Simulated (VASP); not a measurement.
# Al (P6_3/mmc) in VASP: further runs, part 2 of 2

VASP 6.6.1. Earlier steps stand in the parts before.

### Step 3. Single point, LDA

This run uses another cell than the first one, of 17.76 Å³/atom.

Contents of INCAR:

```
SYSTEM = Al
PREC = Accurate
ENCUT = 520
EDIFF = 1E-6
ISMEAR = 0
SIGMA = 0.15
LREAL = .False.
LASPH = .True.
NELM = 100
ALGO = Normal
ISIF = 2
LWAVE = .False.
LCHARG = .False.
NBANDS = 10
```

Contents of KPOINTS:

```
regular mesh
0
Gamma
  18 18 10
  0 0 0
```

Contents of POSCAR:

```
Al
1.0
    2.9006000000      0.0000000000      0.0000000000
   -1.4503000000      2.5119932862      0.0000000000
    0.0000000000      0.0000000000      4.8737000000
Al
2
Direct
    0.6666666667      0.3333333333      0.7500000000
    0.3333333333      0.6666666667      0.2500000000
```

Potentials or basis: VASP PAW LDA potentials, release 64 (Al).

Started as:

```bash
$ cat potpaw_LDA.64/Al/POTCAR > POTCAR
$ mpirun -np 1 vasp_std > vasp.out
```

OUTCAR:

```text
SYSTEM = Al
   PREC = Accurate
   ENCUT = 520
   EDIFF = 1E-6
   ISMEAR = 0
   LREAL = .False.
   LASPH = .True.
   NELM = 100
   ISIF = 2

 ion  position               nearest neighbor table
   1  0.667  0.333  0.750-   2 2.96   2 2.96   2 2.96   2 2.96   2 2.96   2 2.96
   2  0.333  0.667  0.250-   1 2.96   1 2.96   1 2.96   1 2.96   1 2.96   1 2.96

  LATTYP: Found a hexagonal cell.
 ALAT       =     2.9006000000
 C/A-ratio  =     1.6802385713

  Lattice vectors:

 A1 = (   2.9006000000,   0.0000000000,   0.0000000000)
 A2 = (  -1.4503000000,   2.5119932862,   0.0000000000)
 A3 = (   0.0000000000,   0.0000000000,   4.8737000000)

Analysis of symmetry for initial positions (statically):
=====================================================================
 Subroutine PRICEL returns:
 Original cell was already a primitive cell.

 Routine SETGRP: Setting up the symmetry group for a
 hexagonal supercell.

 Subroutine GETGRP returns: Found 24 space group operations
 (whereof 12 operations were pure point group operations)
 out of a pool of 24 trial point group operations.

The static configuration has the point symmetry D_3d.
 The point group associated with its full space group is D_6h.

Analysis of symmetry for dynamics (positions and initial velocities):
[... 166 lines left out ...]
 Fermi energy:         7.0289705687

 k-point     1 :       0.0000    0.0000    0.0000
  band No.  band energies     occupation
      1      -3.5563      2.00000
      2       2.4115      2.00000
      3       2.6629      2.00000
      4      17.3359      0.00000
      5      17.3359      0.00000
      6      17.9152      0.00000
      7      17.9152      0.00000
      8      18.3912      0.00000
      9      19.4177      0.00000
     10      20.6525      0.00000
[... 287 lines left out ...]
 k-point    24 :       0.3889    0.1111    0.0000
  band No.  band energies     occupation
      1       1.1995      2.00000
      2       3.6930      2.00000
      3       7.0925      0.54908
      4       7.1188      0.39692
      5       9.2660      0.00000
      6       9.7308      0.00000
      7      10.2824      0.00000
      8      15.3951      0.00000
      9      15.8854      0.00000
     10      17.1573      0.00000

 [... further k-points ...]
[... 5 lines left out ...]
  --------------------------------------------------------------------------------------
  -------------------------------------------------------------------------------------
  Total       -1.4936745     -1.4936745     -1.4686914     -0.0000000      0.0000000      0.0000000
  in kB      -67.3909282    -67.3909282    -66.2637526     -0.0000000      0.0000000      0.0000000
  external PRESSURE =     -67.0152030 kB  Pullay stress =       0.0000000 kB

 VOLUME and BASIS-vectors are now :
 -----------------------------------------------------------------------------
  energy-cutoff  :      520.00
  volume of cell :       35.51
      direct lattice vectors                 reciprocal lattice vectors
     2.900600000  0.000000000  0.000000000     0.344756257  0.199045118  0.000000000
    -1.450300000  2.511993286  0.000000000     0.000000000  0.398090236  0.000000000
     0.000000000  0.000000000  4.873700000     0.000000000  0.000000000  0.205182921

 POSITION                                       TOTAL-FORCE (eV/Angst)
 -----------------------------------------------------------------------------------
      1.45030      0.83733      3.65528        -0.000000      0.000000      0.000000
     -0.00000      1.67466      1.21843         0.000000     -0.000000      0.000000
 -----------------------------------------------------------------------------------
    total drift:                               -0.000000      0.000000     -0.000000

  FREE ENERGIE OF THE ION-ELECTRON SYSTEM (eV)
  ---------------------------------------------------
  free  energy   TOTEN  =        -8.2324642182 eV

  energy  without entropy=       -8.2207373140  energy(sigma->0) =       -8.22660077
```

OSZICAR:

```text
N       E                     dE             d eps       ncg     rms          rms(c)
DAV:   1    -0.109458171671E+01   -0.10946E+01   -0.23085E+03  4440   0.470E+02
DAV:   2    -0.812295124175E+01   -0.70284E+01   -0.67599E+01  5806   0.518E+01
DAV:   3    -0.828900801036E+01   -0.16606E+00   -0.16490E+00  5912   0.647E+00
DAV:   4    -0.828959109789E+01   -0.58309E-03   -0.58304E-03  5304   0.445E-01
DAV:   5    -0.828959419323E+01   -0.30953E-05   -0.30953E-05  5388   0.338E-02    0.171E+00
DAV:   6    -0.825457604910E+01    0.35018E-01   -0.63262E-03  5012   0.355E-01    0.966E-01
DAV:   7    -0.823260388783E+01    0.21972E-01   -0.14389E-02  4822   0.524E-01    0.173E-01
DAV:   8    -0.823246446498E+01    0.13942E-03   -0.13748E-04  6174   0.665E-02    0.167E-02
DAV:   9    -0.823246421821E+01    0.24677E-06   -0.60419E-07  4812   0.468E-03
   1 F= -.82324642E+01 E0= -.82266008E+01  d E =-.117269E-01
```

Run time: 48 s. Hardware: 1 thread of Intel Xeon 8259CL, shared host; peak memory 0.18 GiB.

What came out:

| Item | Value |
| --- | --- |
| Free energy | -8.2325 eV |
| Pressure | -6.7 GPa |
| Band gap on the k mesh | zero (bands 3 and 4 overlap by 6.83 eV) |

Caveat: the cell stands under tension.
